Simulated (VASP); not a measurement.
# Sr (P6_3/mmc) in VASP: single point with PBE

Aim: the single point of Sr with PBE.

Program: VASP 6.6.1. These are calculated values, not measurements. Logs are shortened: lines on timing, memory, paths and dates and some standing lists are left out, and cuts for length are marked.

### 1 The cell of the first run

The structure is hexagonal, space group P6_3/mmc (No. 194). Conventional cell: a = 4.290 Å, b = 4.290 Å, c = 7.019 Å, α = 90.00°, β = 90.00°, γ = 120.00°. Within 5.6 Å of Sr (site symmetry -6m2) lie 12 Sr at 4.29 to 4.30 Å.

This isn't the form of Sr at room conditions, which is fcc.

### 2 Single point, PBE

Input file POSCAR:

```
Sr
1.0
    4.2896709165      0.0000000000      0.0000000000
   -2.1448354582      3.7149639876      0.0000000000
    0.0000000000      0.0000000000      7.0187545640
Sr
2
Direct
    0.3333333333      0.6666666667      0.7500000000
    0.6666666667      0.3333333333      0.2500000000
```

Input file INCAR.step1:

```
ALGO = Normal ; EDIFF = 1E-6
ENCUT = 520 ; GGA = PE
ISIF = 2 ; ISMEAR = 0
LASPH = T ; LCHARG = T
LREAL = F ; LWAVE = F
NBANDS = 17 ; NELM = 100
PREC = Accurate ; SIGMA = 0.05
```

Input file KPOINTS.step1:

```
k-points
0
Gamma
  12 12 6
```

Input file INCAR.step2:

```
ALGO = Normal ; EDIFF = 1E-6
ENCUT = 520 ; GGA = PE
ICHARG = 11 ; ISIF = 2
ISMEAR = -5 ; LASPH = T
LCHARG = F ; LORBIT = 11
LREAL = F ; LWAVE = F
NBANDS = 17 ; NEDOS = 1001
NELM = 100 ; PREC = Accurate
SIGMA = 0.05
```

Input file KPOINTS.step2:

```
k-points
0
Gamma
  18 18 9
```

Potentials or basis: VASP PAW PBE potentials, release 64 (Sr_sv).

On the command line:

```bash
$ cat potpaw_PBE.64/Sr_sv/POTCAR > POTCAR
$ cp INCAR.step1 INCAR
$ cp KPOINTS.step1 KPOINTS
$ mpirun -np 1 vasp_std > vasp.out
$ cp INCAR.step2 INCAR
$ cp KPOINTS.step2 KPOINTS
$ mpirun -np 1 vasp_std > vasp.out
```

OUTCAR:

```text
EDIFF = 1E-6
   ENCUT = 520
   GGA = PE
   ICHARG = 11
   ISIF = 2
   ISMEAR = -5
   LASPH = T
   LORBIT = 11
   LREAL = F
   NELM = 100
   PREC = Accurate

 ion  position               nearest neighbor table
   1  0.333  0.667  0.750-   2 4.30   2 4.30   2 4.30   2 4.30   2 4.30   2 4.30
   2  0.667  0.333  0.250-   1 4.30   1 4.30   1 4.30   1 4.30   1 4.30   1 4.30

  LATTYP: Found a hexagonal cell.
 ALAT       =     4.2896709165
 C/A-ratio  =     1.6361988368

  Lattice vectors:

 A1 = (   4.2896709165,   0.0000000000,   0.0000000000)
 A2 = (  -2.1448354582,   3.7149639876,   0.0000000000)
 A3 = (   0.0000000000,   0.0000000000,   7.0187545640)

Analysis of symmetry for initial positions (statically):
=====================================================================
 Subroutine PRICEL returns:
 Original cell was already a primitive cell.

 Routine SETGRP: Setting up the symmetry group for a
 hexagonal supercell.

 Subroutine GETGRP returns: Found 24 space group operations
 (whereof 12 operations were pure point group operations)
 out of a pool of 24 trial point group operations.

The static configuration has the point symmetry D_3d.
 The point group associated with its full space group is D_6h.

Analysis of symmetry for dynamics (positions and initial velocities):
=====================================================================
 Subroutine PRICEL returns:
 Original cell was already a primitive cell.

 Routine SETGRP: Setting up the symmetry group for a
 hexagonal supercell.

 Subroutine GETGRP returns: Found 24 space group operations
 (whereof 12 operations were pure point group operations)
 out of a pool of 24 trial point group operations.

The dynamic configuration has the point symmetry D_3d.
 The point group associated with its full space group is D_6h.

 Subroutine INISYM returns: Found 24 space group operations
 (whereof 12 operations are pure point group operations),
 and found     1 'primitive' translations

----------------------------------------------------------------------------------------

                                     Primitive cell

  volume of cell :     111.8507

  direct lattice vectors                    reciprocal lattice vectors
     4.289670917  0.000000000  0.000000000     0.233118115  0.134590807  0.000000000
    -2.144835458  3.714963988  0.000000000     0.000000000  0.269181613  0.000000000
     0.000000000  0.000000000  7.018754564     0.000000000  0.000000000  0.142475419

  length of vectors
     4.289670917  4.289670917  7.018754564     0.269181613  0.269181613  0.142475419

  position of ions in fractional coordinates (direct lattice)
     0.333333333  0.666666667  0.750000000
     0.666666667  0.333333333  0.250000000

  ion indices of the primitive-cell ions
   primitive index   ion index
                 1           1
                 2           2

----------------------------------------------------------------------------------------

 KPOINTS: k-points

Automatic generation of k-mesh.
 Grid dimensions read from file:
 generate k-points for:   18   18    9

 Generating k-lattice:

  Cartesian coordinates                     Fractional coordinates (reciprocal lattice)
     0.012951006  0.007477267  0.000000000     0.055555556  0.000000000  0.000000000
     0.000000000  0.014954534  0.000000000     0.000000000  0.055555556  0.000000000
     0.000000000  0.000000000  0.015830602     0.000000000  0.000000000  0.111111111

  Length of vectors
     0.014954534  0.014954534  0.015830602

  Shift w.r.t. Gamma in fractional coordinates (k-lattice)
     0.000000000  0.000000000  0.000000000

 TETIRR: Found   2805 inequivalent tetrahedra from    17496

 Subroutine IBZKPT returns following result:
 ===========================================

 Found    185 irreducible k-points:

 Following reciprocal coordinates:
            Coordinates               Weight
  0.000000  0.000000  0.000000      1.000000
  0.055556 -0.000000  0.000000      6.000000
  0.111111 -0.000000  0.000000      6.000000
  0.166667 -0.000000  0.000000      6.000000
  0.222222  0.000000  0.000000      6.000000
  0.277778 -0.000000  0.000000      6.000000
[... 16 lines left out ...]
  0.333333  0.111111  0.000000     12.000000
  0.388889  0.111111  0.000000     12.000000
 [... further k-points ...]
   k-points           NKPTS =    185   k-points in BZ     NKDIM =    185   number of bands    NBANDS=     17
   number of dos      NEDOS =   1001   number of ions     NIONS =      2
   total plane-waves  NPLWV =  55296
   dimension x,y,z NGX =    32 NGY =   32 NGZ =   54
   dimension x,y,z NGXF=    64 NGYF=   64 NGZF=  108
   ions per type =               2
   NGX,Y,Z   is equivalent  to a cutoff of  12.40, 12.40, 12.79 a.u.
   NGXF,Y,Z  is equivalent  to a cutoff of  24.80, 24.80, 25.58 a.u.
 SYSTEM =  unknown system
   PREC   = accura    normal or accurate (medium, high low for compatibility)
   ISTART =      0    job   : 0-new  1-cont  2-samecut
   ICHARG =     11    charge: 1-file 2-atom 10-const
   ISPIN  =      1    spin polarized calculation?
   LNONCOLLINEAR =      F non collinear calculations
   LSORBIT =      F    spin-orbit coupling
   LASPH  =      T    aspherical Exc in radial PAW
   ENCUT  =  520.0 eV  38.22 Ry    6.18 a.u.   7.98  7.98 13.05*2*pi/ulx,y,z
   NELM   =    100;   NELMIN=  2; NELMDL=  0     # of ELM steps
   EDIFF  = 0.1E-05   stopping-criterion for ELM
   LREAL  =      F    real-space projection
   EDIFFG = 0.1E-04   stopping-criterion for IOM
   NSW    =      0    number of steps for IOM
   IBRION =     -1    ionic relax: 0-MD 1-quasi-New 2-CG
   NFREE  =      0    steps in history (QN), initial steepest desc. (CG)
   ISIF   =      2    stress and relaxation
   ISYM   =      2    0-nonsym 1-usesym 2-fastsym
   POTIM  = 0.5000    time-step for ionic-motion
   TEBEG  =    0.0;   TEEND  =   0.0 temperature during run
   PSTRESS=    0.0 pullay stress
   NELECT =      20.0000    total number of electrons
   NUPDOWN=      -1.0000    fix difference up-down
   EMIN   =  10.00;   EMAX   =-10.00  energy-range for DOS
   EFERMI =   0.00;   METHOD = LEGACY
   ISMEAR =    -5;   SIGMA  =   0.05  broadening in eV -4-tet -1-fermi 0-gaus
   EFERMI_NEDOS =   21; number of points for ismear=-14 and -15
   IALGO  =     38    algorithm
   IMIX   =      4    mixing-type and parameters
     AMIX     =   0.40;   BMIX     =  1.00
     AMIX_MAG =   1.60;   BMIX_MAG =  1.00
  volume/ion in A,a.u.               =      55.93       377.40
  Fermi-wavevector in a.u.,A,eV,Ry     =   0.922299  1.742893 11.573609  0.850636
  Thomas-Fermi vector in A             =   2.047811
   LORBIT       =     11    0 simple, 1 ext, 2 COOP (PROOUT), +10 PAW based schemes
   GGA     = PE    functional components
   LHFCALC =     F    Hartree Fock is set to
   AEXX    =    0.0000 exact exchange contribution
   IVDW    =     0    specifies the selected vdW correction
   LEPSILON=     F    determine dielectric tensor
   LRPA    =     F    only Hartree local field effects (RPA)
 non-spin polarized calculation
 Fermi weights with tetrahedron method with Bloechl corrections
  energy-cutoff  :      520.00
  volume of cell :      111.85
 maximum number of plane-waves:      3039
 NGX is ok and might be reduce to    32

 number of electron      20.0000000 magnetization

 Free energy of the ion-electron system (eV)
  ---------------------------------------------------
  ext. energy  EPLUGINS =         0.00000000
  ---------------------------------------------------
  free energy    TOTEN  =        -3.26948244 eV

  energy without entropy =       -3.26948244  energy(sigma->0) =       -3.26948244

 E-fermi :   1.5736     XC(G=0):  -7.3003

 val. band max:        1.6166290448   @ k =   0.3333   0.1111   0.0000
 cond. band min:       1.5357205755   @ k =   0.2778  -0.0000   0.0000
 fundamental gap:     -0.0809084693
 Fermi energy:         1.5735605045

 k-point     1 :       0.0000    0.0000    0.0000
  band No.  band energies     occupation
      1     -35.1221      2.00000
      2     -35.1094      2.00000
      3     -17.1938      2.00000
      4     -17.0386      2.00000
      5     -17.0386      2.00000
      6     -17.0135      2.00000
[... 9 lines left out ...]
     16       4.2124      0.00000
     17       4.7236      0.00000

 k-point     2 :       0.0556   -0.0000    0.0000
  band No.  band energies     occupation
      1     -35.1218      2.00000
      2     -35.1093      2.00000
      3     -17.1920      2.00000
      4     -17.0429      2.00000
      5     -17.0400      2.00000
      6     -17.0179      2.00000
[... 9 lines left out ...]
     16       4.2538      0.00000
     17       4.6703      0.00000

 k-point     3 :       0.1111   -0.0000    0.0000
  band No.  band energies     occupation
      1     -35.1208      2.00000
      2     -35.1088      2.00000
      3     -17.1867      2.00000
      4     -17.0551      2.00000
      5     -17.0438      2.00000
      6     -17.0305      2.00000
[... 9 lines left out ...]
     16       4.3779      0.00000
     17       4.4978      0.00000

 k-point     4 :       0.1667   -0.0000    0.0000
  band No.  band energies     occupation
      1     -35.1192      2.00000
      2     -35.1080      2.00000
      3     -17.1781      2.00000
      4     -17.0739      2.00000
      5     -17.0497      2.00000
      6     -17.0496      2.00000
[... 9 lines left out ...]
     16       4.2720      0.00000
     17       4.3841      0.00000

 k-point     5 :       0.2222    0.0000    0.0000
  band No.  band energies     occupation
      1     -35.1173      2.00000
      2     -35.1072      2.00000
      3     -17.1670      2.00000
      4     -17.0970      2.00000
      5     -17.0728      2.00000
      6     -17.0565      2.00000
[... 9 lines left out ...]
     16       4.4379      0.00000
     17       4.6148      0.00000

 k-point     6 :       0.2778   -0.0000    0.0000
  band No.  band energies     occupation
      1     -35.1151      2.00000
      2     -35.1064      2.00000
      3     -17.1541      2.00000
      4     -17.1218      2.00000
      5     -17.0969      2.00000
      6     -17.0638      2.00000
[... 9 lines left out ...]
     16       4.7318      0.00000
     17       4.7821      0.00000

 k-point     7 :       0.3333   -0.0000    0.0000
  band No.  band energies     occupation
      1     -35.1130      2.00000
      2     -35.1057      2.00000
      3     -17.1451      2.00000
      4     -17.1405      2.00000
      5     -17.1192      2.00000
      6     -17.0705      2.00000
[... 9 lines left out ...]
     16       5.0029      0.00000
     17       5.1662      0.00000

 k-point     8 :       0.3889   -0.0000    0.0000
  band No.  band energies     occupation
      1     -35.1111      2.00000
      2     -35.1053      2.00000
      3     -17.1641      2.00000
      4     -17.1371      2.00000
      5     -17.1274      2.00000
      6     -17.0759      2.00000
[... 9 lines left out ...]
     16       5.2969      0.00000
     17       5.6197      0.00000
[... 203 lines left out ...]
      1     -35.1184      2.00000
      2     -35.1077      2.00000
      3     -17.1732      2.00000
      4     -17.0802      2.00000
      5     -17.0680      2.00000
      6     -17.0461      2.00000
[... 9 lines left out ...]
     16       4.2882      0.00000
     17       4.3170      0.00000

 k-point    20 :       0.1667    0.1111    0.0000
  band No.  band energies     occupation
      1     -35.1165      2.00000
      2     -35.1069      2.00000
      3     -17.1625      2.00000
      4     -17.0993      2.00000
      5     -17.0875      2.00000
      6     -17.0551      2.00000
[... 9 lines left out ...]
     16       4.4504      0.00000
     17       4.5890      0.00000

 k-point    21 :       0.2222    0.1111    0.0000
  band No.  band energies     occupation
      1     -35.1144      2.00000
      2     -35.1061      2.00000
      3     -17.1499      2.00000
      4     -17.1214      2.00000
      5     -17.1061      2.00000
      6     -17.0654      2.00000
[... 9 lines left out ...]
     16       4.6582      0.00000
     17       4.9066      0.00000

 k-point    22 :       0.2778    0.1111    0.0000
  band No.  band energies     occupation
      1     -35.1124      2.00000
      2     -35.1055      2.00000
      3     -17.1428      2.00000
      4     -17.1365      2.00000
      5     -17.1227      2.00000
      6     -17.0751      2.00000
[... 9 lines left out ...]
     16       4.8935      0.00000
     17       5.2393      0.00000

 k-point    23 :       0.3333    0.1111    0.0000
  band No.  band energies     occupation
      1     -35.1106      2.00000
      2     -35.1052      2.00000
      3     -17.1603      2.00000
      4     -17.1361      2.00000
      5     -17.1236      2.00000
      6     -17.0830      2.00000
[... 9 lines left out ...]
     16       5.1258      0.00000
     17       5.5307      0.00000

 k-point    24 :       0.3889    0.1111    0.0000
  band No.  band energies     occupation
      1     -35.1093      2.00000
      2     -35.1051      2.00000
      3     -17.1717      2.00000
      4     -17.1448      2.00000
      5     -17.1132      2.00000
      6     -17.0881      2.00000
[... 9 lines left out ...]
     16       5.3647      0.00000
     17       5.7634      0.00000

 [... further k-points ...]
[... 5 lines left out ...]
  --------------------------------------------------------------------------------------
  -------------------------------------------------------------------------------------
  Total       -0.0941246     -0.0941246     -0.0891066     -0.0000000      0.0000000      0.0000000
  in kB       -1.3482644     -1.3482644     -1.2763853     -0.0000000      0.0000000      0.0000000
  external PRESSURE =      -1.3243047 kB  Pullay stress =       0.0000000 kB

 VOLUME and BASIS-vectors are now :
 -----------------------------------------------------------------------------
  energy-cutoff  :      520.00
  volume of cell :      111.85
      direct lattice vectors                 reciprocal lattice vectors
     4.289670917  0.000000000  0.000000000     0.233118115  0.134590807  0.000000000
    -2.144835458  3.714963988  0.000000000     0.000000000  0.269181613  0.000000000
     0.000000000  0.000000000  7.018754564     0.000000000  0.000000000  0.142475419

 POSITION                                       TOTAL-FORCE (eV/Angst)
 -----------------------------------------------------------------------------------
     -0.00000      2.47664      5.26407        -0.000000     -0.000000      0.000000
      2.14484      1.23832      1.75469         0.000000      0.000000      0.000000
 -----------------------------------------------------------------------------------
    total drift:                               -0.000000      0.000000     -0.000000

  FREE ENERGIE OF THE ION-ELECTRON SYSTEM (eV)
  ---------------------------------------------------
  free  energy   TOTEN  =        -3.2694824425 eV

  energy  without entropy=       -3.2694824425  energy(sigma->0) =       -3.26948244

 total charge

# of ion       s       p       d       tot
------------------------------------------
    1        2.064   5.714   0.127   7.905
    2        2.064   5.714   0.127   7.905
--------------------------------------------------
tot          4.129  11.427   0.253  15.809
```

It took 8.5 min on 1 thread of AMD EPYC 7R13, shared host; peak memory 0.4 GiB.

Results:

```
Valence electrons inside the program's atomic spheres : Sr 7.91
```
